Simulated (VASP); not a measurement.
# Sb (P6_3/mmc) in VASP: a series of runs

The runs below take Sb through single point, with r2SCAN, HSE06.

All numbers are computed with VASP 6.6.1; they aren't measurements. Logs are shortened: lines on timing, memory, paths and dates and some standing lists are left out, and cuts for length are marked.

### Step 1. The cell of the first run

Symmetry: P6_3/mmc, No. 194, hexagonal system. The conventional cell has a = 3.286 Å, b = 3.286 Å, c = 5.358 Å, α = 90.00°, β = 90.00°, γ = 120.00°. Within 4.3 Å of Sb (site symmetry -6m2) lie 12 Sb at 3.28 to 3.29 Å.

### Step 2. Single point, r2SCAN

The input, POSCAR:

```
Sb
1.0
    3.2860533585      0.0000000000      0.0000000000
   -1.6430266792      2.8458056866      0.0000000000
    0.0000000000      0.0000000000      5.3584933852
Sb
2
Direct
    0.6666666667      0.3333333333      0.7500000000
    0.3333333333      0.6666666667      0.2500000000
```

The input, INCAR.step1:

```
  PREC = Accurate
  ENCUT = 520
  ISMEAR = -1
  SIGMA = 0.05
  LREAL = F
  LASPH = T
  NELM = 60
  NBANDS = 12
  GGA = PE
  ALGO = Normal
  EDIFF = 1E-4
  LWAVE = T
  LCHARG = F
```

The input, INCAR.step2:

```
  PREC = Accurate
  ENCUT = 520
  EDIFF = 1E-7
  ISMEAR = -1
  SIGMA = 0.05
  LREAL = F
  LASPH = T
  NELM = 60
  ALGO = Normal
  ISIF = 2
  LWAVE = F
  LCHARG = T
  METAGGA = R2SCAN
  LMIXTAU = T
  LELF = T
  LVHAR = T
  NBANDS = 12
  ISTART = 1
```

The input, KPOINTS:

```
regular mesh
0
Gamma
  9 9 5
```

Potentials or basis: VASP PAW PBE potentials, release 64 (Sb).

Launch:

```console
$ cat potpaw_PBE.64/Sb/POTCAR > POTCAR
$ cp INCAR.step1 INCAR
$ mpirun -np 1 vasp_std > vasp.out
$ cp INCAR.step2 INCAR
$ mpirun -np 1 vasp_std > vasp.out
```

OUTCAR:

```text
PREC = Accurate
   ENCUT = 520
   EDIFF = 1E-7
   ISMEAR = -1
   LREAL = F
   LASPH = T
   NELM = 60
   ISIF = 2
   METAGGA = R2SCAN
   ISTART = 1

 ion  position               nearest neighbor table
   1  0.667  0.333  0.750-   2 3.28   2 3.28   2 3.28   2 3.28   2 3.28   2 3.28
   2  0.333  0.667  0.250-   1 3.28   1 3.28   1 3.28   1 3.28   1 3.28   1 3.28

  LATTYP: Found a hexagonal cell.
 ALAT       =     3.2860533585
 C/A-ratio  =     1.6306775334

  Lattice vectors:

 A1 = (   3.2860533585,   0.0000000000,   0.0000000000)
 A2 = (  -1.6430266792,   2.8458056866,   0.0000000000)
 A3 = (   0.0000000000,   0.0000000000,   5.3584933852)

Analysis of symmetry for initial positions (statically):
=====================================================================
 Subroutine PRICEL returns:
 Original cell was already a primitive cell.

 Routine SETGRP: Setting up the symmetry group for a
 hexagonal supercell.

 Subroutine GETGRP returns: Found 24 space group operations
 (whereof 12 operations were pure point group operations)
 out of a pool of 24 trial point group operations.

The static configuration has the point symmetry D_3d.
 The point group associated with its full space group is D_6h.

Analysis of symmetry for dynamics (positions and initial velocities):
=====================================================================
 Subroutine PRICEL returns:
 Original cell was already a primitive cell.

 Routine SETGRP: Setting up the symmetry group for a
 hexagonal supercell.

 Subroutine GETGRP returns: Found 24 space group operations
 (whereof 12 operations were pure point group operations)
 out of a pool of 24 trial point group operations.

The dynamic configuration has the point symmetry D_3d.
 The point group associated with its full space group is D_6h.

 Subroutine INISYM returns: Found 24 space group operations
 (whereof 12 operations are pure point group operations),
 and found     1 'primitive' translations

----------------------------------------------------------------------------------------

                                     Primitive cell

  volume of cell :      50.1098

  direct lattice vectors                    reciprocal lattice vectors
     3.286053358  0.000000000  0.000000000     0.304316422  0.175697168  0.000000000
    -1.643026679  2.845805687  0.000000000     0.000000000  0.351394336  0.000000000
     0.000000000  0.000000000  5.358493385     0.000000000  0.000000000  0.186619620

  length of vectors
     3.286053358  3.286053358  5.358493385     0.351394336  0.351394336  0.186619620

  position of ions in fractional coordinates (direct lattice)
     0.666666667  0.333333333  0.750000000
     0.333333333  0.666666667  0.250000000

  ion indices of the primitive-cell ions
   primitive index   ion index
                 1           1
                 2           2

----------------------------------------------------------------------------------------

 KPOINTS: regular mesh

Automatic generation of k-mesh.
 Grid dimensions read from file:
 generate k-points for:    9    9    5

 Generating k-lattice:

  Cartesian coordinates                     Fractional coordinates (reciprocal lattice)
     0.033812936  0.019521908  0.000000000     0.111111111 -0.000000000  0.000000000
     0.000000000  0.039043815  0.000000000     0.000000000  0.111111111  0.000000000
     0.000000000  0.000000000  0.037323924     0.000000000  0.000000000  0.200000000

  Length of vectors
     0.039043815  0.039043815  0.037323924

  Shift w.r.t. Gamma in fractional coordinates (k-lattice)
     0.000000000  0.000000000  0.000000000

 Subroutine IBZKPT returns following result:
 ===========================================

 Found     36 irreducible k-points:

 Following reciprocal coordinates:
            Coordinates               Weight
  0.000000  0.000000  0.000000      1.000000
  0.111111 -0.000000  0.000000      6.000000
  0.222222  0.000000  0.000000      6.000000
  0.333333 -0.000000  0.000000      6.000000
  0.444444  0.000000  0.000000      6.000000
  0.111111  0.111111  0.000000      6.000000
[... 16 lines left out ...]
  0.333333  0.222222  0.200000     24.000000
  0.333333  0.333333  0.200000      4.000000
 [... further k-points ...]
   k-points           NKPTS =     36   k-points in BZ     NKDIM =     36   number of bands    NBANDS=     12
   number of dos      NEDOS =    301   number of ions     NIONS =      2
   total plane-waves  NPLWV =  23040
   dimension x,y,z NGX =    24 NGY =   24 NGZ =   40
   dimension x,y,z NGXF=    48 NGYF=   48 NGZF=   80
   ions per type =               2
   NGX,Y,Z   is equivalent  to a cutoff of  12.14, 12.14, 12.41 a.u.
   NGXF,Y,Z  is equivalent  to a cutoff of  24.28, 24.28, 24.82 a.u.
 SYSTEM =  unknown system
   PREC   = accura    normal or accurate (medium, high low for compatibility)
   ISTART =      1    job   : 0-new  1-cont  2-samecut
   ICHARG =      0    charge: 1-file 2-atom 10-const
   ISPIN  =      1    spin polarized calculation?
   LNONCOLLINEAR =      F non collinear calculations
   LSORBIT =      F    spin-orbit coupling
   LASPH  =      T    aspherical Exc in radial PAW
   ENCUT  =  520.0 eV  38.22 Ry    6.18 a.u.   6.11  6.11  9.96*2*pi/ulx,y,z
   NELM   =     60;   NELMIN=  2; NELMDL=  0     # of ELM steps
   EDIFF  = 0.1E-06   stopping-criterion for ELM
   LREAL  =      F    real-space projection
   EDIFFG = 0.1E-05   stopping-criterion for IOM
   NSW    =      0    number of steps for IOM
   IBRION =     -1    ionic relax: 0-MD 1-quasi-New 2-CG
   NFREE  =      0    steps in history (QN), initial steepest desc. (CG)
   ISIF   =      2    stress and relaxation
   ISYM   =      2    0-nonsym 1-usesym 2-fastsym
   POTIM  = 0.5000    time-step for ionic-motion
   TEBEG  =    0.0;   TEEND  =   0.0 temperature during run
   PSTRESS=    0.0 pullay stress
   NELECT =      10.0000    total number of electrons
   NUPDOWN=      -1.0000    fix difference up-down
   EMIN   =  10.00;   EMAX   =-10.00  energy-range for DOS
   EFERMI =   0.00;   METHOD = LEGACY
   ISMEAR =    -1;   SIGMA  =   0.05  broadening in eV -4-tet -1-fermi 0-gaus
   EFERMI_NEDOS =   21; number of points for ismear=-14 and -15
   IALGO  =     38    algorithm
   IMIX   =      4    mixing-type and parameters
     AMIX     =   0.40;   BMIX     =  1.00
     AMIX_MAG =   1.60;   BMIX_MAG =  1.00
  volume/ion in A,a.u.               =      25.05       169.08
  Fermi-wavevector in a.u.,A,eV,Ry     =   0.956681  1.807866 12.452586  0.915239
  Thomas-Fermi vector in A             =   2.085631
   LORBIT       =      0    0 simple, 1 ext, 2 COOP (PROOUT), +10 PAW based schemes
   METAGGA = R2SCAN    functional components
   LHFCALC =     F    Hartree Fock is set to
   AEXX    =    0.0000 exact exchange contribution
   IVDW    =     0    specifies the selected vdW correction
   LEPSILON=     F    determine dielectric tensor
   LRPA    =     F    only Hartree local field effects (RPA)
 non-spin polarized calculation
  energy-cutoff  :      520.00
  volume of cell :       50.11
 maximum number of plane-waves:      1365
   NGX = 13   NGY = 13   NGZ = 19

 number of electron      10.0000001 magnetization

 Free energy of the ion-electron system (eV)
  ---------------------------------------------------
  ext. energy  EPLUGINS =         0.00000000
  ---------------------------------------------------
  free energy    TOTEN  =       -50.51370414 eV

  energy without entropy =      -50.50573277  energy(sigma->0) =      -50.50971845

 E-fermi :   9.3526     XC(G=0): -11.1759

 val. band max:        9.3050213951   @ k =   0.3333  -0.0000   0.4000
 cond. band min:       9.4478033988   @ k =   0.1111   0.1111   0.0000
 fundamental gap:      0.1427820036
 Fermi energy:         9.3525539099

 k-point     1 :       0.0000    0.0000    0.0000
  band No.  band energies     occupation
      1      -4.7541      2.00000
      2      -0.2739      2.00000
      3       2.7903      2.00000
      4      13.5475      0.00000
      5      13.5475      0.00000
      6      15.4628      0.00000
      7      15.4628      0.00000
      8      15.7957      0.00000
      9      18.0578      0.00000
     10      19.0262      0.00000
     11      20.2111      0.00000
     12      20.2111      0.00000

 k-point     2 :       0.1111   -0.0000    0.0000
  band No.  band energies     occupation
      1      -4.5080      2.00000
      2      -0.0521      2.00000
      3       3.0447      2.00000
      4      11.3932      0.00000
      5      12.6785      0.00000
      6      14.2926      0.00000
      7      15.4847      0.00000
      8      15.6156      0.00000
      9      17.6944      0.00000
     10      19.5249      0.00000
     11      20.0022      0.00000
     12      20.3281      0.00000

 k-point     3 :       0.2222    0.0000    0.0000
  band No.  band energies     occupation
      1      -3.7736      2.00000
      2       0.5896      2.00000
      3       3.7957      2.00000
      4       8.1318      2.00000
      5      11.3901      0.00000
      6      11.7786      0.00000
      7      14.0448      0.00000
      8      15.0149      0.00000
      9      15.8551      0.00000
     10      18.7185      0.00000
     11      19.8272      0.00000
     12      20.2642      0.00000
[... 286 lines left out ...]
 k-point    23 :       0.3333    0.2222    0.2000
  band No.  band energies     occupation
      1      -0.1824      2.00000
      2       1.5212      2.00000
      3       4.4216      2.00000
      4       5.6807      2.00000
      5       6.6554      2.00000
      6       8.6056      2.00000
      7       9.2784      1.63004
      8      11.2389      0.00000
      9      15.1812      0.00000
     10      19.3592      0.00000
     11      19.8492      0.00000
     12      21.6844      0.00000

 k-point    24 :       0.3333    0.3333    0.2000
  band No.  band energies     occupation
      1       1.0169      2.00000
      2       1.0169      2.00000
      3       4.5747      2.00000
      4       5.8006      2.00000
      5       5.8006      2.00000
      6       7.4707      2.00000
      7      10.2199      0.00000
      8      10.2199      0.00000
      9      14.3387      0.00000
     10      20.8353      0.00000
     11      20.8353      0.00000
     12      22.6211      0.00000

 [... further k-points ...]
[... 5 lines left out ...]
  --------------------------------------------------------------------------------------
  -------------------------------------------------------------------------------------
  Total        1.6200440      1.6200440      1.6488572      0.0000000      0.0000000      0.0000000
  in kB       51.7982209     51.7982209     52.7194756      0.0000000      0.0000000      0.0000000
  external PRESSURE =      52.1053058 kB  Pullay stress =       0.0000000 kB

 VOLUME and BASIS-vectors are now :
 -----------------------------------------------------------------------------
  energy-cutoff  :      520.00
  volume of cell :       50.11
      direct lattice vectors                 reciprocal lattice vectors
     3.286053358  0.000000000  0.000000000     0.304316422  0.175697168  0.000000000
    -1.643026679  2.845805687  0.000000000     0.000000000  0.351394336  0.000000000
     0.000000000  0.000000000  5.358493385     0.000000000  0.000000000  0.186619620

 POSITION                                       TOTAL-FORCE (eV/Angst)
 -----------------------------------------------------------------------------------
      1.64303      0.94860      4.01887         0.000000      0.000000      0.000000
     -0.00000      1.89720      1.33962        -0.000000      0.000000      0.000000
 -----------------------------------------------------------------------------------
    total drift:                               -0.000000      0.000000      0.000000

  FREE ENERGIE OF THE ION-ELECTRON SYSTEM (eV)
  ---------------------------------------------------
  free  energy   TOTEN  =       -50.5137041390 eV

  energy  without entropy=      -50.5057327660  energy(sigma->0) =      -50.50971845
```

Wall time 1.7 min (1 thread of AMD EPYC 7R13, shared host); peak memory 0.14 GiB.

What came out:

- Free energy: -50.5137 eV
- Pressure: 5.2 GPa
- Band gap on the k mesh: zero (band 5 reaches 14.20 eV, above the bottom of band 6 at 6.27 eV)

Caveat: the PAW data sets were made with another functional, which shifts forces and pressure a little; spin-orbit coupling is left out, which moves the levels of the heavy elements.

### Step 3. Single point, r2SCAN

This run uses another cell than the first one, of 25.59 Å³/atom, 1.021 times its volume.

The input, POSCAR:

```
Sb
1.0
    3.3091953418      0.0000000000      0.0000000000
   -1.6545976709      2.8658472321      0.0000000000
    0.0000000000      0.0000000000      5.3962304974
Sb
2
Direct
    0.6666666667      0.3333333333      0.7500000000
    0.3333333333      0.6666666667      0.2500000000
```

The input, INCAR.step1:

```
SYSTEM = Sb
PREC = Accurate
ENCUT = 520
ISMEAR = -1
SIGMA = 0.05
LREAL = .FALSE.
LASPH = .TRUE.
NELM = 80
NBANDS = 12
GGA = PE
ALGO = Normal
EDIFF = 1E-4
LWAVE = .TRUE.
LCHARG = .FALSE.
```

The input, INCAR.step2:

```
SYSTEM = Sb
PREC = Accurate
ENCUT = 520
EDIFF = 1E-6
ISMEAR = -1
SIGMA = 0.05
LREAL = .FALSE.
LASPH = .TRUE.
NELM = 80
ALGO = Normal
ISIF = 2
LWAVE = .FALSE.
LCHARG = .FALSE.
METAGGA = R2SCAN
LMIXTAU = .TRUE.
NBANDS = 12
ISTART = 1
```

The input, KPOINTS:

```
regular mesh
0
G
  9 9 5
  0 0 0
```

Potentials or basis: VASP PAW PBE potentials, release 64 (Sb).

Launch:

```console
$ cat potpaw_PBE.64/Sb/POTCAR > POTCAR
$ cp INCAR.step1 INCAR
$ mpirun -np 1 vasp_std > vasp.out
$ cp INCAR.step2 INCAR
$ mpirun -np 1 vasp_std > vasp.out
```

OUTCAR:

```text
SYSTEM = Sb
   PREC = Accurate
   ENCUT = 520
   EDIFF = 1E-6
   ISMEAR = -1
   LREAL = .FALSE.
   LASPH = .TRUE.
   NELM = 80
   ISIF = 2
   METAGGA = R2SCAN
   ISTART = 1

 ion  position               nearest neighbor table
   1  0.667  0.333  0.750-   2 3.31   2 3.31   2 3.31   2 3.31   2 3.31   2 3.31
   2  0.333  0.667  0.250-   1 3.31   1 3.31   1 3.31   1 3.31   1 3.31   1 3.31

  LATTYP: Found a hexagonal cell.
 ALAT       =     3.3091953418
 C/A-ratio  =     1.6306775334

  Lattice vectors:
[... 549 lines left out ...]

------------------------ aborting loop because EDIFF is reached ----------------------------------------

  FORCE on cell =-STRESS in cart. coord.  units (eV):
  Direction    XX          YY          ZZ          XY          YZ          ZX
  --------------------------------------------------------------------------------------
  -------------------------------------------------------------------------------------
  Total        1.0857158      1.0857158      1.1350577     -0.0000000      0.0000000      0.0000000
  in kB       33.9907551     33.9907551     35.5355132     -0.0000000      0.0000000      0.0000000
  external PRESSURE =      34.5056744 kB  Pullay stress =       0.0000000 kB

 VOLUME and BASIS-vectors are now :
 -----------------------------------------------------------------------------
  energy-cutoff  :      520.00
  volume of cell :       51.18
      direct lattice vectors                 reciprocal lattice vectors
     3.309195342  0.000000000  0.000000000     0.302188265  0.174468476  0.000000000
    -1.654597671  2.865847232  0.000000000     0.000000000  0.348936953  0.000000000
     0.000000000  0.000000000  5.396230497     0.000000000  0.000000000  0.185314545

 POSITION                                       TOTAL-FORCE (eV/Angst)
 -----------------------------------------------------------------------------------
      1.65460      0.95528      4.04717        -0.000000      0.000000      0.000000
     -0.00000      1.91056      1.34906         0.000000     -0.000000      0.000000
 -----------------------------------------------------------------------------------
    total drift:                               -0.000000      0.000000      0.000000

  FREE ENERGIE OF THE ION-ELECTRON SYSTEM (eV)
  ---------------------------------------------------
  free  energy   TOTEN  =       -50.5424005567 eV

  energy  without entropy=      -50.5336532860  energy(sigma->0) =      -50.53802692
```

OUTCAR.step1:

```text
SYSTEM = Sb
   PREC = Accurate
   ENCUT = 520
   ISMEAR = -1
   LREAL = .FALSE.
   LASPH = .TRUE.
[... 586 lines left out ...]
      1.65460      0.95528      4.04717        -0.000000     -0.000000      0.000000
     -0.00000      1.91056      1.34906         0.000000      0.000000      0.000000
 -----------------------------------------------------------------------------------
    total drift:                               -0.000000      0.000000      0.000000

  FREE ENERGIE OF THE ION-ELECTRON SYSTEM (eV)
  ---------------------------------------------------
  free  energy   TOTEN  =        -7.6914941533 eV

  energy  without entropy=       -7.6812284045  energy(sigma->0) =       -7.68636128
```

Run time: 2.6 min. Hardware: 1 thread of AMD EPYC 7R13, shared host; peak memory 0.15 GiB.

What came out:

| Item | Value |
| --- | --- |
| Free energy | -50.5424 eV |
| Pressure | 3.5 GPa |
| Band gap on the k mesh | zero (band 5 reaches 13.78 eV, above the bottom of band 6 at 6.06 eV) |

Levels at points of the mesh, in eV from the Fermi level:
```
           k point  band 2  band 3  band 4  band 5  band 6  band 7  band 8  band 9
(0.00, 0.00, 0.00)   -9.57   -6.41    4.08    4.08    5.95    5.95    6.26    8.60
```

Caveat: the PAW data sets were made with another functional, which shifts forces and pressure a little; spin-orbit coupling is left out, which moves the levels of the heavy elements.

[end of part 1 of 2]
